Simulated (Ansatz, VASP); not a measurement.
## HfTi2Ge3 in VASP and in Ansatz

File INCAR:

```
SYSTEM = HfTi2Ge3
  PREC = Accurate
  ENCUT = 600
  EDIFF = 1E-6
  ISMEAR = 0
  SIGMA = 0.2
  LREAL = .False.
  LASPH = .True.
  NELM = 80
  ALGO = Normal
  ISIF = 3
  LWAVE = .False.
  LCHARG = .False.
  GGA = PE
  IBRION = 2
  NSW = 36
  EDIFFG = -0.08
```

File KPOINTS:

```
regular mesh
0
Gamma
  5 5 2
  0 0 0
```

POSCAR

```
HfTi2Ge3
1.0
    3.4954974200      0.0000000000      0.0000000000
    0.0000000000      3.4954974200      0.0000000000
    0.0000000000      0.0000000000      7.7649320600
Hf Ti Ge
1 2 3
Direct
    0.5000000000      0.5000000000      0.0000000000
    0.5000000000      0.0000000000      0.7398749000
    0.0000000000      0.5000000000      0.2601251000
    0.5000000000      0.0000000000      0.3835413500
    0.0000000000      0.5000000000      0.6164586500
    0.0000000000      0.0000000000      0.0000000000
```

Input for Ansatz:

```yaml
crystal:
  lattice:
    - [3.49549742, 0.0, 0.0]
    - [0.0, 3.49549742, 0.0]
    - [0.0, 0.0, 7.76493206]
  atoms:
    - { symbol: Hf, position: [0.5, 0.5, 0.0] }
    - { symbol: Ti, position: [0.5, 0.0, 0.7398749] }
    - { symbol: Ti, position: [0.0, 0.5, 0.2601251] }
    - { symbol: Ge, position: [0.5, 0.0, 0.38354135] }
    - { symbol: Ge, position: [0.0, 0.5, 0.61645865] }
    - { symbol: Ge, position: [0.0, 0.0, 0.0] }
basis:
  ecutwfc: 420
kpoints:
  mp_grid: { grid: [5, 5, 2] }
hamiltonian:
  xc: pbe
scf:
  occupations: { method: gaussian, width: 0.2 }
  lower_state_search: "off"
output:
  forces: true
  stress: true
  eigenvalues: true
relax:
  adjacent_minimum: "off"
  f_tol: 0.08
  max_steps: 16
  cell: { stress_tol: 0.8 }
```

Change from the starting cell: species swapped into the Hf2GaSb3 type (P-4m2, No. 115).

Alike in both runs: task relaxation of cell and atoms; functional PBE; k mesh 5 × 5 × 2; occupations gaussian, width 0.2 eV; no spin polarisation.

```csv
,VASP,Ansatz
version,VASP 6.6.1,Ansatz 0.2.0
potentials or method,"VASP PAW PBE potentials, release 64 (Hf_pv, Ti_sv, Ge_d), cutoff 600 eV","scalar-relativistic, plane waves, PAW"
valence electrons in the cell,76,92
```

```csv
,VASP,Ansatz,Ansatz less VASP
"gap on the k mesh at the Fermi level, each at its own relaxed structure (eV)",none,none,-
relaxed volume (Å³/atom),17.54,17.46,-0.079
relaxed length of the cell vector where the two differ most in proportion (Å),7.451,7.397,-0.0540
```

A gap of «none» marks a metal or a gap that the smearing closes. VASP's potentials hold 76 valence electrons a cell and Ansatz's 92, so a difference there can come from the potentials and not from the codes.

The k mesh is coarse, so the values compare programs but aren't converged. Neither program's run includes spin-orbit coupling.
